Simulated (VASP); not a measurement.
Runs of VASP 6.6.1 on C. The structure is that of space group P6/mmm (No. 191), or close to it. The cells are those of the table. 

```csv
cell,gap on the mesh (eV),pressure (GPa)
"a = 2.294, b = 2.294, c = 8.098 Å, angles 90.0, 90.0, 120.0°, 2 atoms",none,-
"a = 2.343, b = 2.343, c = 9.206 Å, angles 90.0, 90.0, 120.0°, 2 atoms",none,-
"a = 2.343, b = 2.343, c = 7.842 Å, angles 90.0, 90.0, 120.0°, 2 atoms",none,22.8
"a = 2.508, b = 2.508, c = 7.842 Å, angles 90.0, 90.0, 120.0°, 2 atoms",none,(a)
"a = 2.524, b = 2.524, c = 8.098 Å, angles 90.0, 90.0, 120.0°, 2 atoms",none,-
"a = 2.294, b = 2.294, c = 8.950 Å, angles 90.0, 90.0, 120.0°, 2 atoms",none,-
```

Alike in all rows: task single point; level PBE; potentials or basis VASP PAW PBE potentials, release 64 (C); no spin polarisation; k mesh 21 × 21 × 6; cutoff (eV) 520; smearing gaussian 0.15 eV.

Task: Estimate the missing entries.

Result: (a) -5.3.

A gap of «none» marks levels without a gap at the run's occupations.
